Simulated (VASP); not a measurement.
# Al3Cu (P4/mmm) in VASP: a series of runs

Runs on Al3Cu. Level: LDA. Tasks: single point.

Everything below comes from runs of VASP 6.6.1. Logs are shortened: lines on timing, memory, paths and dates and some standing lists are left out, and cuts for length are marked.

## 1. The cell of the first run

Symmetry: P4/mmm, No. 123, tetragonal system. The conventional cell has a = 4.002 Å, b = 4.002 Å, c = 3.767 Å, α = 90.00°, β = 90.00°, γ = 90.00°. Al (site symmetry mmm) has 8 Al at 2.75 to 2.83 Å and 4 Cu at 2.75 Å within 3.6 Å. Al (site symmetry 4/mmm) has 8 Al at 2.75 Å and 4 Cu at 2.83 Å within 3.6 Å. Within 3.6 Å of Cu (site symmetry 4/mmm) lie 12 Al at 2.75 to 2.83 Å.

## 2. Single point, LDA (volume 15.085 Å^3 an atom, c/a of the conventional cell 0.9411)

File INCAR:

```
SYSTEM = Al3Cu
PREC     = Accurate       ! precision mode
ENCUT    = 520            ! plane-wave cutoff, eV
EDIFF    = 1E-6           ! SCF threshold, eV
ISMEAR   = 0              ! smearing method
SIGMA    = 0.15           ! smearing width, eV
LREAL    = .False.        ! projectors in reciprocal space
LASPH    = .True.         ! aspherical terms in the spheres
NELM     = 80             ! most SCF steps
ALGO     = Fast           ! electronic algorithm
ISIF     = 2              ! what is computed and relaxed
LWAVE    = .False.        ! write WAVECAR
LCHARG   = .False.        ! write CHGCAR
NBANDS   = 18             ! bands
```

File KPOINTS:

```
Automatic mesh
0
Gamma
  12 12 12
  0 0 0
```

File POSCAR:

```
Al3Cu
1.0
    4.0024247686      0.0000000000      0.0000000000
    0.0000000000      4.0024247686      0.0000000000
    0.0000000000      0.0000000000      3.7666819498
Al Cu
3 1
Direct
    0.0000000000      0.5000000000      0.5000000000
    0.5000000000      0.0000000000      0.5000000000
    0.5000000000      0.5000000000      0.0000000000
    0.0000000000      0.0000000000      0.0000000000
```

Potentials or basis: VASP PAW LDA potentials, release 64 (Al, Cu).

Run with:

```console
> cat potpaw_LDA.64/Al/POTCAR potpaw_LDA.64/Cu/POTCAR > POTCAR
> mpirun -np 1 vasp_std > vasp.out
```

OUTCAR:

```text
SYSTEM = Al3Cu
   PREC = Accurate
   ENCUT = 520
   EDIFF = 1E-6
   ISMEAR = 0
   LREAL = .False.
   LASPH = .True.
   NELM = 80
   ISIF = 2

 ion  position               nearest neighbor table
   1  0.000  0.500  0.500-   3 2.75   4 2.75   3 2.75   4 2.75   4 2.75   4 2.75   3 2.75   3 2.75
                             2 2.83   2 2.83   2 2.83   2 2.83
   2  0.500  0.000  0.500-   3 2.75   4 2.75   3 2.75   4 2.75   3 2.75   3 2.75   4 2.75   4 2.75
                             1 2.83   1 2.83   1 2.83   1 2.83
   3  0.500  0.500  0.000-   1 2.75   2 2.75   1 2.75   2 2.75   2 2.75   2 2.75   1 2.75   1 2.75
                             4 2.83   4 2.83   4 2.83   4 2.83
   4  0.000  0.000  0.000-   1 2.75   2 2.75   1 2.75   2 2.75   1 2.75   1 2.75   2 2.75   2 2.75
                             3 2.83   3 2.83   3 2.83   3 2.83

  LATTYP: Found a simple tetragonal cell.
 ALAT       =     4.0024247686
 C/A-ratio  =     0.9411000000

  Lattice vectors:

 A1 = (   4.0024247686,   0.0000000000,   0.0000000000)
 A2 = (   0.0000000000,   4.0024247686,   0.0000000000)
 A3 = (   0.0000000000,   0.0000000000,   3.7666819498)

Analysis of symmetry for initial positions (statically):
=====================================================================
 Subroutine PRICEL returns:
 Original cell was already a primitive cell.

 Routine SETGRP: Setting up the symmetry group for a
 simple tetragonal supercell.

 Subroutine GETGRP returns: Found 16 space group operations
 (whereof 16 operations were pure point group operations)
 out of a pool of 16 trial point group operations.

The static configuration has the point symmetry D_4h.

Analysis of symmetry for dynamics (positions and initial velocities):
=====================================================================
 Subroutine PRICEL returns:
 Original cell was already a primitive cell.

 Routine SETGRP: Setting up the symmetry group for a
 simple tetragonal supercell.

 Subroutine GETGRP returns: Found 16 space group operations
 (whereof 16 operations were pure point group operations)
 out of a pool of 16 trial point group operations.

The dynamic configuration has the point symmetry D_4h.

 Subroutine INISYM returns: Found 16 space group operations
 (whereof 16 operations are pure point group operations),
 and found     1 'primitive' translations

----------------------------------------------------------------------------------------

                                     Primitive cell

  volume of cell :      60.3400

  direct lattice vectors                    reciprocal lattice vectors
     4.002424769  0.000000000  0.000000000     0.249848544  0.000000000  0.000000000
     0.000000000  4.002424769  0.000000000     0.000000000  0.249848544  0.000000000
     0.000000000  0.000000000  3.766681950     0.000000000  0.000000000  0.265485648

  length of vectors
     4.002424769  4.002424769  3.766681950     0.249848544  0.249848544  0.265485648

  position of ions in fractional coordinates (direct lattice)
     0.000000000  0.500000000  0.500000000
     0.500000000  0.000000000  0.500000000
     0.500000000  0.500000000  0.000000000
     0.000000000  0.000000000  0.000000000

  ion indices of the primitive-cell ions
   primitive index   ion index
                 1           1
                 2           2
                 3           3
                 4           4

----------------------------------------------------------------------------------------

 KPOINTS: Automatic mesh

Automatic generation of k-mesh.
 Grid dimensions read from file:
 generate k-points for:   12   12   12

 Generating k-lattice:

  Cartesian coordinates                     Fractional coordinates (reciprocal lattice)
     0.020820712  0.000000000  0.000000000     0.083333333  0.000000000  0.000000000
     0.000000000  0.020820712  0.000000000     0.000000000  0.083333333  0.000000000
     0.000000000  0.000000000  0.022123804     0.000000000  0.000000000  0.083333333

  Length of vectors
     0.020820712  0.020820712  0.022123804

  Shift w.r.t. Gamma in fractional coordinates (k-lattice)
     0.000000000  0.000000000  0.000000000

 Subroutine IBZKPT returns following result:
 ===========================================

 Found    196 irreducible k-points:

 Following reciprocal coordinates:
            Coordinates               Weight
  0.000000  0.000000  0.000000      1.000000
  0.083333  0.000000  0.000000      4.000000
  0.166667  0.000000  0.000000      4.000000
  0.250000  0.000000  0.000000      4.000000
  0.333333  0.000000  0.000000      4.000000
  0.416667  0.000000  0.000000      4.000000
[... 16 lines left out ...]
  0.333333  0.333333  0.000000      4.000000
  0.416667  0.333333  0.000000      8.000000
 [... further k-points ...]
   k-points           NKPTS =    196   k-points in BZ     NKDIM =    196   number of bands    NBANDS=     18
   number of dos      NEDOS =    301   number of ions     NIONS =      4
[... 71 lines left out ...]
 Fermi energy:         8.0168338600

 k-point     1 :       0.0000    0.0000    0.0000
  band No.  band energies     occupation
      1      -3.0638      2.00000
      2       3.6347      2.00000
      3       3.7965      2.00000
      4       4.4268      2.00000
      5       4.4302      2.00000
      6       4.4302      2.00000
[... 10 lines left out ...]
     17      15.2942      0.00000
     18      15.7675      0.00000

 k-point     2 :       0.0833    0.0000    0.0000
  band No.  band energies     occupation
      1      -2.9996      2.00000
      2       3.4982      2.00000
      3       3.7826      2.00000
      4       4.3764      2.00000
      5       4.4041      2.00000
      6       4.4319      2.00000
[... 10 lines left out ...]
     17      15.2869      0.00000
     18      15.3201      0.00000

 k-point     3 :       0.1667    0.0000    0.0000
  band No.  band energies     occupation
      1      -2.8073      2.00000
      2       2.8742      2.00000
      3       3.8057      2.00000
      4       4.2710      2.00000
      5       4.3395      2.00000
      6       4.4367      2.00000
[... 10 lines left out ...]
     17      15.3408      0.00000
     18      15.4447      0.00000

 k-point     4 :       0.2500    0.0000    0.0000
  band No.  band energies     occupation
      1      -2.4888      2.00000
      2       1.9317      2.00000
      3       3.8565      2.00000
      4       4.1663      2.00000
      5       4.2632      2.00000
      6       4.4432      2.00000
[... 10 lines left out ...]
     17      15.6244      0.00000
     18      15.7313      0.00000

 k-point     5 :       0.3333    0.0000    0.0000
  band No.  band energies     occupation
      1      -2.0480      2.00000
      2       0.9674      2.00000
      3       3.9102      2.00000
      4       4.0851      2.00000
      5       4.1969      2.00000
      6       4.4497      2.00000
[... 10 lines left out ...]
     17      15.8232      0.00000
     18      16.0853      0.00000

 k-point     6 :       0.4167    0.0000    0.0000
  band No.  band energies     occupation
      1      -1.4985      2.00000
      2       0.0871      2.00000
      3       3.9500      2.00000
      4       4.0348      2.00000
      5       4.1531      2.00000
      6       4.4545      2.00000
[... 307 lines left out ...]
 k-point    21 :       0.4167    0.2500    0.0000
  band No.  band energies     occupation
      1      -0.9478      2.00000
      2       0.6302      2.00000
      3       3.0572      2.00000
      4       3.8372      2.00000
      5       4.2054      2.00000
      6       4.3433      2.00000
[... 10 lines left out ...]
     17      14.6568      0.00000
     18      14.9448      0.00000

 k-point    22 :       0.5000    0.2500    0.0000
  band No.  band energies     occupation
      1      -0.5005      2.00000
      2       0.0756      2.00000
      3       3.2522      2.00000
      4       3.7250      2.00000
      5       4.1931      2.00000
      6       4.3468      2.00000
[... 10 lines left out ...]
     17      14.5901      0.00000
     18      14.9652      0.00000

 k-point    23 :       0.3333    0.3333    0.0000
  band No.  band energies     occupation
      1      -1.0578      2.00000
      2       1.8274      2.00000
      3       1.8950      2.00000
      4       3.8140      2.00000
      5       4.2486      2.00000
      6       4.2957      2.00000
[... 10 lines left out ...]
     17      14.2538      0.00000
     18      14.7288      0.00000

 k-point    24 :       0.4167    0.3333    0.0000
  band No.  band energies     occupation
      1      -0.5298      2.00000
      2       1.0388      2.00000
      3       2.3012      2.00000
      4       3.5099      2.00000
      5       4.2314      2.00000
      6       4.2930      2.00000
[... 10 lines left out ...]
     17      14.4534      0.00000
     18      15.3924      0.00000

 [... further k-points ...]

------------------------ aborting loop because EDIFF is reached ----------------------------------------

  FORCE on cell =-STRESS in cart. coord.  units (eV):
  Direction    XX          YY          ZZ          XY          YZ          ZX
  --------------------------------------------------------------------------------------
  -------------------------------------------------------------------------------------
  Total       -2.4911097     -2.4911097     -0.1835747      0.0000000      0.0000000      0.0000000
  in kB      -66.1451693    -66.1451693     -4.8743658      0.0000000      0.0000000      0.0000000
  external PRESSURE =     -45.7215681 kB  Pullay stress =       0.0000000 kB

 VOLUME and BASIS-vectors are now :
 -----------------------------------------------------------------------------
  energy-cutoff  :      520.00
  volume of cell :       60.34
      direct lattice vectors                 reciprocal lattice vectors
     4.002424769  0.000000000  0.000000000     0.249848544  0.000000000  0.000000000
     0.000000000  4.002424769  0.000000000     0.000000000  0.249848544  0.000000000
     0.000000000  0.000000000  3.766681950     0.000000000  0.000000000  0.265485648

 POSITION                                       TOTAL-FORCE (eV/Angst)
 -----------------------------------------------------------------------------------
      0.00000      2.00121      1.88334         0.000000      0.000000      0.000000
      2.00121      0.00000      1.88334         0.000000      0.000000      0.000000
      2.00121      2.00121      0.00000         0.000000      0.000000      0.000000
      0.00000      0.00000      0.00000         0.000000      0.000000      0.000000
 -----------------------------------------------------------------------------------
    total drift:                                0.000000     -0.000000     -0.000000

  FREE ENERGIE OF THE ION-ELECTRON SYSTEM (eV)
  ---------------------------------------------------
  free  energy   TOTEN  =       -17.3197701507 eV

  energy  without entropy=      -17.3036889115  energy(sigma->0) =      -17.31172953
```

It took 4.6 min on 1 thread of Intel Xeon Platinum 8259CL at 2.50GHz (Skylake/Cascade Lake), shared host; peak memory 0.29 GiB.

What came out:

- Free energy: -17.3198 eV
- Pressure: -4.6 GPa
- Band gap on the k mesh: zero (band 10 reaches 10.01 eV, above the bottom of band 11 at 5.99 eV)

Stress tensor (GPa, compression positive):
```
-6.61  0.00  0.00
 0.00 -6.61  0.00
 0.00  0.00 -0.49
```

Levels at points of the mesh, in eV from the Fermi level:
| k point | band 8 | band 9 | band 10 | band 11 | band 12 | band 13 |
| --- | --- | --- | --- | --- | --- | --- |
| (0.00, 0.00, 0.00) | -2.66 | -1.68 | -0.70 | 0.03 | 1.02 | 5.94 |
| (0.50, 0.00, 0.00) | -0.07 | -0.03 | 0.58 | 0.77 | 0.87 | 2.15 |
| (0.50, 0.50, 0.00) | -3.36 | -3.06 | 1.81 | 3.33 | 3.33 | 3.89 |
| (0.00, 0.00, 0.50) | 0.13 | 0.13 | 0.30 | 0.30 | 0.65 | 1.50 |
| (0.50, 0.00, 0.50) | -3.25 | -3.07 | 1.16 | 2.64 | 2.94 | 3.12 |
| (0.50, 0.50, 0.50) | -3.42 | -3.36 | -2.40 | -2.03 | -1.90 | -1.90 |

## 3. Single point, LDA (volume 15.467 Å^3 an atom, c/a of the conventional cell 0.9411)

File INCAR:

```
SYSTEM = Al3Cu
PREC = Accurate
ENCUT = 520
EDIFF = 1E-6
ISMEAR = 0
SIGMA = 0.15
LREAL = .False.
LASPH = .True.
NELM = 80
ALGO = Fast
ISIF = 2
LWAVE = .False.
LCHARG = .False.
GGA = CA
NBANDS = 18
```

File KPOINTS:

```
regular mesh
0
Gamma
  12 12 12
  0 0 0
```

File POSCAR:

```
Al3Cu
1.0
    4.0359282282      0.0000000000      0.0000000000
    0.0000000000      4.0359282282      0.0000000000
    0.0000000000      0.0000000000      3.7982120556
Al Cu
3 1
Direct
    0.0000000000      0.5000000000      0.5000000000
    0.5000000000      0.0000000000      0.5000000000
    0.5000000000      0.5000000000      0.0000000000
    0.0000000000      0.0000000000      0.0000000000
```

Potentials or basis: VASP PAW LDA potentials, release 64 (Al, Cu).

Run with:

```console
> cat potpaw_LDA.64/Al/POTCAR potpaw_LDA.64/Cu/POTCAR > POTCAR
> mpirun -np 1 vasp_std > vasp.out
```

Wall time 5 min (1 thread of Intel Xeon Platinum 8259CL at 2.50GHz (Skylake/Cascade Lake), shared host); peak memory 0.3 GiB.

It converged, with:

- Free energy: -17.2676 eV
- Pressure: -6.4 GPa
- Band gap on the k mesh: zero (band 10 reaches 9.72 eV, above the bottom of band 11 at 5.72 eV)

Stress tensor (GPa, compression positive):
```
-8.29  0.00  0.00
 0.00 -8.29  0.00
 0.00  0.00 -2.47
```

Levels at points of the mesh, in eV from the Fermi level:
| k point | band 7 | band 8 | band 9 | band 10 | band 11 | band 12 | band 13 | band 14 |
| --- | --- | --- | --- | --- | --- | --- | --- | --- |
| (0.00, 0.00, 0.00) | -2.59 | -2.59 | -1.64 | -0.67 | -0.02 | 0.96 | 5.82 | 5.82 |
| (0.50, 0.00, 0.00) | -3.35 | -0.03 | -0.03 | 0.59 | 0.76 | 0.89 | 2.10 | 2.10 |
| (0.50, 0.50, 0.00) | -3.35 | -3.28 | -2.99 | 1.81 | 3.28 | 3.28 | 3.88 | 4.27 |
| (0.00, 0.00, 0.50) | -3.23 | 0.17 | 0.17 | 0.30 | 0.30 | 0.70 | 1.35 | 2.03 |
| (0.50, 0.00, 0.50) | -3.32 | -3.17 | -3.00 | 1.17 | 2.60 | 2.89 | 3.14 | 3.27 |
| (0.50, 0.50, 0.50) | -3.69 | -3.34 | -3.28 | -2.34 | -2.02 | -1.90 | -1.90 | 11.21 |

## 4. Single point, LDA (volume 15.467 Å^3 an atom, c/a of the conventional cell 1.0625)

File INCAR:

```
SYSTEM = Al3Cu
PREC     = Accurate       ! precision mode
ENCUT    = 520            ! plane-wave cutoff, eV
EDIFF    = 1E-7           ! SCF threshold, eV
ISMEAR   = 0              ! smearing method
SIGMA    = 0.15           ! smearing width, eV
LREAL    = .False.        ! projectors in reciprocal space
LASPH    = .True.         ! aspherical terms in the spheres
NELM     = 100            ! most SCF steps
ALGO     = Fast           ! electronic algorithm
ISIF     = 2              ! what is computed and relaxed
LWAVE    = .False.        ! write WAVECAR
LCHARG   = .False.        ! write CHGCAR
GGA      = CA             ! functional
NBANDS   = 18             ! bands
```

File KPOINTS:

```
Automatic mesh
0
Gamma
  12 12 12
  0 0 0
```

File POSCAR:

```
Al3Cu
1.0
    3.8759578543      0.0000000000      0.0000000000
    0.0000000000      3.8759578543      0.0000000000
    0.0000000000      0.0000000000      4.1182052201
Al Cu
3 1
Direct
    0.0000000000      0.5000000000      0.5000000000
    0.5000000000      0.0000000000      0.5000000000
    0.5000000000      0.5000000000      0.0000000000
    0.0000000000      0.0000000000      0.0000000000
```

Run with:

```console
> cat potpaw_LDA.64/Al/POTCAR potpaw_LDA.64/Cu/POTCAR > POTCAR
> mpirun -np 1 vasp_std > vasp.out
```

Run time: 6 min. Hardware: 1 thread of Intel Xeon Platinum 8259CL at 2.50GHz (Skylake/Cascade Lake), shared host; peak memory 0.3 GiB.

Results (log left out):

```
Free energy            : -17.2665 eV
Pressure               : -6.3 GPa
Band gap on the k mesh : zero (band 10 reaches 9.48 eV, above the bottom of band 11 at 5.75 eV)
```

Stress tensor (GPa, compression positive):
```
 -4.37   0.00   0.00
  0.00  -4.37   0.00
  0.00   0.00 -10.24
```

Levels at points of the mesh, in eV from the Fermi level:
| k point | band 7 | band 8 | band 9 | band 10 | band 11 | band 12 | band 13 | band 14 |
| --- | --- | --- | --- | --- | --- | --- | --- | --- |
| (0.00, 0.00, 0.00) | -2.84 | -1.95 | -1.95 | -0.76 | 0.34 | 0.78 | 6.03 | 6.03 |
| (0.50, 0.00, 0.00) | -3.25 | -0.13 | 0.00 | 0.44 | 0.72 | 0.72 | 1.84 | 1.89 |
| (0.50, 0.50, 0.00) | -3.25 | -3.15 | -2.99 | 1.02 | 2.63 | 2.63 | 2.95 | 3.03 |
| (0.00, 0.00, 0.50) | -3.35 | 0.40 | 0.40 | 0.53 | 0.53 | 1.07 | 1.91 | 2.69 |
| (0.50, 0.00, 0.50) | -3.32 | -3.20 | -2.96 | 1.60 | 2.97 | 3.26 | 3.64 | 3.94 |
| (0.50, 0.50, 0.50) | -3.70 | -3.31 | -3.25 | -2.32 | -1.96 | -1.96 | -1.82 | 11.04 |

## 5. The runs side by side

| cell | further INCAR settings | gap on the mesh (eV) | pressure (GPa) |
| --- | --- | --- | --- |
| a = 4.002, b = 4.002, c = 3.767 Å, 4 atoms | ALGO = Fast; EDIFF = 1e-06; NBANDS = 18 | none | -4.6 |
| a = 4.036, b = 4.036, c = 3.798 Å, 4 atoms | ALGO = Fast; EDIFF = 1e-06; NBANDS = 18 | none | -6.4 |
| a = 3.876, b = 3.876, c = 4.118 Å, 4 atoms | ALGO = Fast; EDIFF = 1e-07; NBANDS = 18 | none | -6.3 |

Alike in all rows: task single point; level LDA; potentials or basis VASP PAW LDA potentials, release 64 (Al, Cu); no spin polarisation; k mesh 12 × 12 × 12; cutoff (eV) 520; smearing gaussian 0.15 eV.

Total energies depend on the potentials used, so only differences within one code and one set of settings carry meaning.
